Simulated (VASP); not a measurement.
# AlN (P1) in VASP: a series of runs

AlN is run at these levels: LDA; tasks: single point.

Everything below comes from runs of VASP 6.6.1. Logs are shortened: lines on timing, memory, paths and dates and some standing lists are left out, and cuts for length are marked.

## 1. The cell of the first run

The typed cell holds 8 atoms: a = 3.111 Å, b = 3.111 Å, c = 9.975 Å, α = 88.21°, β = 86.42°, γ = 60.00°.

## 2. Single point, LDA

Contents of INCAR:

```
SYSTEM = AlN
PREC = Accurate
ENCUT = 520
EDIFF = 1E-6
ISMEAR = 0
SIGMA = 0.05
LREAL = .False.
LASPH = .True.
NELM = 60
ALGO = Normal
ISIF = 2
LWAVE = .False.
LCHARG = .False.
NBANDS = 26
```

Contents of KPOINTS:

```
regular mesh
0
Gamma
  8 8 3
  0 0 0
```

Contents of POSCAR:

```
AlN
1.0
   -3.1110021516      0.0000000000      0.0000000000
   -1.5555010758     -2.6942068945      0.0000000000
   -0.6222004303      0.0000000000      9.9560000000
Al N
4 4
Direct
    0.1525833333      0.3333333333      0.9037500000
    0.2525833333      0.3333333333      0.4037500000
    0.6359166667      0.6666666667      0.1537500000
    0.5359166667      0.6666666667      0.6537500000
    0.3140833333      0.3333333333      0.0962500000
    0.2140833333      0.3333333333      0.5962500000
    0.5974166667      0.6666666667      0.3462500000
    0.4974166667      0.6666666667      0.8462500000
```

Potentials or basis: VASP PAW LDA potentials, release 64 (Al, N).

Command:

```console
> cat potpaw_LDA.64/Al/POTCAR potpaw_LDA.64/N/POTCAR > POTCAR
> mpirun -np 1 vasp_std > vasp.out
```

OUTCAR:

```text
SYSTEM = AlN
   PREC = Accurate
   ENCUT = 520
   EDIFF = 1E-6
   ISMEAR = 0
   LREAL = .False.
   LASPH = .True.
   NELM = 60
   ISIF = 2

 ion  position               nearest neighbor table
   1  0.153  0.333  0.904-   8 1.89   8 1.89   8 1.89   5 2.01   3 2.81   4 3.07   4 3.07   4 3.07
                             3 3.13
   2  0.253  0.333  0.404-   7 1.89   7 1.89   7 1.89   6 1.92   3 3.07   4 3.07   3 3.07   4 3.07
                             4 3.07   3 3.07
   3  0.636  0.667  0.154-   5 1.89   5 1.89   5 1.89   7 1.92   1 2.81   2 3.07   2 3.07   2 3.07
                             1 3.13
   4  0.536  0.667  0.654-   6 1.89   6 1.89   6 1.89   8 1.92   2 3.07   1 3.07   1 3.07   2 3.07
                             2 3.07   1 3.07
   5  0.314  0.333  0.096-   3 1.89   3 1.89   3 1.89   1 2.01
   6  0.214  0.333  0.596-   4 1.89   4 1.89   4 1.89   2 1.92
   7  0.597  0.667  0.346-   2 1.89   2 1.89   2 1.89   3 1.92
   8  0.497  0.667  0.846-   1 1.89   1 1.89   1 1.89   4 1.92

  LATTYP: Found a base centered monoclinic cell.
 ALAT       =     3.1110021516
 B/A-ratio  =     1.7320508076
 C/A-ratio  =     3.2064983507
 COS(beta)  =    -0.0623733363

  Lattice vectors:

 A1 = (   1.5555010758,  -2.6942068945,   0.0000000000)
 A2 = (   1.5555010758,   2.6942068945,   0.0000000000)
 A3 = (  -0.6222004303,   0.0000000000,   9.9560000000)

Analysis of symmetry for initial positions (statically):
=====================================================================
 Subroutine PRICEL returns:
 Original cell was already a primitive cell.

 Routine SETGRP: Setting up the symmetry group for a
 base centered monoclinic supercell.

 Subroutine GETGRP returns: Found  1 space group operations
 (whereof  1 operations were pure point group operations)
 out of a pool of  4 trial point group operations.

The static configuration has the point symmetry C_1 .

Analysis of symmetry for dynamics (positions and initial velocities):
=====================================================================
 Subroutine PRICEL returns:
 Original cell was already a primitive cell.

 Routine SETGRP: Setting up the symmetry group for a
 base centered monoclinic supercell.

 Subroutine GETGRP returns: Found  1 space group operations
 (whereof  1 operations were pure point group operations)
 out of a pool of  4 trial point group operations.

The dynamic configuration has the point symmetry C_1 .

 Subroutine INISYM returns: Found  1 space group operations
 (whereof  1 operations are pure point group operations),
 and found     1 'primitive' translations

----------------------------------------------------------------------------------------

                                     Primitive cell

  volume of cell :      83.4480

  direct lattice vectors                    reciprocal lattice vectors
    -3.111002152  0.000000000  0.000000000    -0.321439829  0.185583372 -0.020088389
    -1.555501076 -2.694206895  0.000000000     0.000000000 -0.371166744  0.000000000
    -0.622200430  0.000000000  9.956000000     0.000000000  0.000000000  0.100441945

  length of vectors
     3.111002152  3.111002152  9.975423268     0.371709961  0.371166744  0.100441945

  position of ions in fractional coordinates (direct lattice)
     0.152583333  0.333333333  0.903750000
     0.252583333  0.333333333  0.403750000
     0.635916667  0.666666667  0.153750000
     0.535916667  0.666666667  0.653750000
     0.314083333  0.333333333  0.096250000
     0.214083333  0.333333333  0.596250000
     0.597416667  0.666666667  0.346250000
     0.497416667  0.666666667  0.846250000

  ion indices of the primitive-cell ions
   primitive index   ion index
                 1           1
                 2           2
                 3           3
                 4           4
                 5           5
                 6           6
                 7           7
                 8           8

----------------------------------------------------------------------------------------

 KPOINTS: regular mesh

Automatic generation of k-mesh.
 Grid dimensions read from file:
 generate k-points for:    8    8    3

 Generating k-lattice:

  Cartesian coordinates                     Fractional coordinates (reciprocal lattice)
    -0.040179979  0.023197921 -0.002511049     0.125000000  0.000000000  0.000000000
     0.000000000 -0.046395843  0.000000000     0.000000000  0.125000000  0.000000000
     0.000000000  0.000000000  0.033480648     0.000000000  0.000000000  0.333333333

  Length of vectors
     0.046463745  0.046395843  0.033480648

  Shift w.r.t. Gamma in fractional coordinates (k-lattice)
     0.000000000  0.000000000  0.000000000

 Subroutine IBZKPT returns following result:
 ===========================================

 Found     98 irreducible k-points:

 Following reciprocal coordinates:
            Coordinates               Weight
  0.000000  0.000000  0.000000      1.000000
  0.125000  0.000000  0.000000      2.000000
 -0.125000 -0.125000  0.000000      2.000000
  0.250000  0.000000  0.000000      2.000000
 -0.250000 -0.250000  0.000000      2.000000
  0.375000  0.000000 -0.000000      2.000000
[... 16 lines left out ...]
  0.500000  0.250000  0.000000      2.000000
 -0.375000  0.250000  0.000000      2.000000
 [... further k-points ...]
   k-points           NKPTS =     98   k-points in BZ     NKDIM =     98   number of bands    NBANDS=     26
   number of dos      NEDOS =    301   number of ions     NIONS =      8
   total plane-waves  NPLWV =  46080
   dimension x,y,z NGX =    24 NGY =   24 NGZ =   80
   dimension x,y,z NGXF=    48 NGYF=   48 NGZF=  160
   ions per type =               4   4
   NGX,Y,Z   is equivalent  to a cutoff of  12.83, 12.83, 13.33 a.u.
   NGXF,Y,Z  is equivalent  to a cutoff of  25.65, 25.65, 26.66 a.u.
 SYSTEM =  AlN
   PREC   = accura    normal or accurate (medium, high low for compatibility)
   ISTART =      0    job   : 0-new  1-cont  2-samecut
   ICHARG =      2    charge: 1-file 2-atom 10-const
   ISPIN  =      1    spin polarized calculation?
   LNONCOLLINEAR =      F non collinear calculations
   LSORBIT =      F    spin-orbit coupling
   LASPH  =      T    aspherical Exc in radial PAW
   ENCUT  =  520.0 eV  38.22 Ry    6.18 a.u.   5.78  5.78 18.55*2*pi/ulx,y,z
   NELM   =     60;   NELMIN=  2; NELMDL= -5     # of ELM steps
   EDIFF  = 0.1E-05   stopping-criterion for ELM
   LREAL  =      F    real-space projection
   EDIFFG = 0.1E-04   stopping-criterion for IOM
   NSW    =      0    number of steps for IOM
   IBRION =     -1    ionic relax: 0-MD 1-quasi-New 2-CG
   NFREE  =      0    steps in history (QN), initial steepest desc. (CG)
   ISIF   =      2    stress and relaxation
   ISYM   =      2    0-nonsym 1-usesym 2-fastsym
   POTIM  = 0.5000    time-step for ionic-motion
   TEBEG  =    0.0;   TEEND  =   0.0 temperature during run
   PSTRESS=    0.0 pullay stress
   NELECT =      32.0000    total number of electrons
   NUPDOWN=      -1.0000    fix difference up-down
   EMIN   =  10.00;   EMAX   =-10.00  energy-range for DOS
   EFERMI =   0.00;   METHOD = LEGACY
   ISMEAR =     0;   SIGMA  =   0.05  broadening in eV -4-tet -1-fermi 0-gaus
   EFERMI_NEDOS =   21; number of points for ismear=-14 and -15
   IALGO  =     38    algorithm
   IMIX   =      4    mixing-type and parameters
     AMIX     =   0.40;   BMIX     =  1.00
     AMIX_MAG =   1.60;   BMIX_MAG =  1.00
  volume/ion in A,a.u.               =      10.43        70.39
  Fermi-wavevector in a.u.,A,eV,Ry     =   1.189377  2.247596 19.247033  1.414617
  Thomas-Fermi vector in A             =   2.325485
   LORBIT       =      0    0 simple, 1 ext, 2 COOP (PROOUT), +10 PAW based schemes
   GGA     = CA    functional components
   LHFCALC =     F    Hartree Fock is set to
   AEXX    =    0.0000 exact exchange contribution
   IVDW    =     0    specifies the selected vdW correction
   LEPSILON=     F    determine dielectric tensor
   LRPA    =     F    only Hartree local field effects (RPA)
 non-spin polarized calculation
 Gauss-broadening in eV      SIGMA  =   0.05
  energy-cutoff  :      520.00
  volume of cell :       83.45
 maximum number of plane-waves:      2261
   NGX = 11   NGY = 11   NGZ = 37

 number of electron      31.9999999 magnetization

 Free energy of the ion-electron system (eV)
  ---------------------------------------------------
  ext. energy  EPLUGINS =         0.00000000
  ---------------------------------------------------
  free energy    TOTEN  =       -65.20955490 eV

  energy without entropy =      -65.20955490  energy(sigma->0) =      -65.20955490

 E-fermi :   6.4777     XC(G=0): -11.2604

 val. band max:        6.2082794791   @ k =   0.0000   0.0000   0.0000
 cond. band min:       9.9843841048   @ k =   0.0000   0.0000   0.0000
 fundamental gap:      3.7761046257
 Fermi energy:         6.4776750180

 k-point     1 :       0.0000    0.0000    0.0000
  band No.  band energies     occupation
      1      -9.1128      2.00000
      2      -8.2098      2.00000
      3      -8.1845      2.00000
      4      -6.8727      2.00000
      5      -0.0977      2.00000
      6       2.5941      2.00000
[... 18 lines left out ...]
     25      16.9450      0.00000
     26      17.1315      0.00000

 k-point     2 :       0.1250    0.0000    0.0000
  band No.  band energies     occupation
      1      -8.9105      2.00000
      2      -8.0615      2.00000
      3      -7.9776      2.00000
      4      -6.7551      2.00000
      5       0.1391      2.00000
      6       2.5029      2.00000
[... 18 lines left out ...]
     25      16.7672      0.00000
[... 608 lines left out ...]
     25      16.5325      0.00000
     26      17.0540      0.00000

 k-point    24 :      -0.3750    0.2500    0.0000
  band No.  band energies     occupation
      1      -6.7932      2.00000
      2      -6.5551      2.00000
      3      -6.4514      2.00000
      4      -6.2425      2.00000
      5       0.5596      2.00000
      6       0.9035      2.00000
[... 18 lines left out ...]
     25      16.5899      0.00000
     26      17.1965      0.00000

 [... further k-points ...]

------------------------ aborting loop because EDIFF is reached ----------------------------------------

  FORCE on cell =-STRESS in cart. coord.  units (eV):
  Direction    XX          YY          ZZ          XY          YZ          ZX
  --------------------------------------------------------------------------------------
  -------------------------------------------------------------------------------------
  Total       -3.2034962     -1.6576585     -1.8895157      0.4335252      0.2839057      3.0741549
  in kB      -61.5061648    -31.8265449    -36.2781342      8.3235532      5.4509033     59.0228522
  external PRESSURE =     -43.2036146 kB  Pullay stress =       0.0000000 kB

 VOLUME and BASIS-vectors are now :
 -----------------------------------------------------------------------------
  energy-cutoff  :      520.00
  volume of cell :       83.45
      direct lattice vectors                 reciprocal lattice vectors
    -3.111002152  0.000000000  0.000000000    -0.321439829  0.185583372 -0.020088389
    -1.555501076 -2.694206895  0.000000000     0.000000000 -0.371166744  0.000000000
    -0.622200430  0.000000000  9.956000000     0.000000000  0.000000000  0.100441945

 POSITION                                       TOTAL-FORCE (eV/Angst)
 -----------------------------------------------------------------------------------
     -1.55550     -0.89807      8.99774        -1.066188      0.188746      0.301754
     -1.55550     -0.89807      4.01974         0.015377      0.000035      0.142197
     -3.11100     -1.79614      1.53074         0.210003     -0.170184      0.606461
     -3.11100     -1.79614      6.50874        -0.045795     -0.023749      0.125182
     -1.55550     -0.89807      0.95826         1.089947      0.206130     -0.512902
     -1.55550     -0.89807      5.93626        -0.000706     -0.008743     -0.161094
     -3.11100     -1.79614      3.44726         0.034895      0.018792     -0.147243
     -3.11100     -1.79614      8.42526        -0.237532     -0.211028     -0.354356
 -----------------------------------------------------------------------------------
    total drift:                               -0.000166     -0.000015     -0.000465

  FREE ENERGIE OF THE ION-ELECTRON SYSTEM (eV)
  ---------------------------------------------------
  free  energy   TOTEN  =       -65.2095549039 eV

  energy  without entropy=      -65.2095549039  energy(sigma->0) =      -65.20955490
```

It took 3.4 min on 1 thread of AMD EPYC 7R13, shared host; peak memory 0.24 GiB.

Results:

- Free energy: -65.2096 eV
- Pressure: -4.3 GPa
- Largest force: 1.222 eV/Å
- Band gap on the k mesh: 3.78 eV

Forces on the atoms (eV/Å):
```
Al  -1.066  0.189  0.302
Al   0.015  0.000  0.142
Al   0.210 -0.170  0.606
Al  -0.046 -0.024  0.125
N    1.090  0.206 -0.513
N   -0.001 -0.009 -0.161
N    0.035  0.019 -0.147
N   -0.238 -0.211 -0.354
```

Caveat: the cell stands under tension; an odd mesh through Γ misses points on the zone boundary, where band edges can lie; forces of over 1 eV/Å act on the atoms, so gaps and moduli don't describe the material at rest.

(Continued in part 2 of 2.)
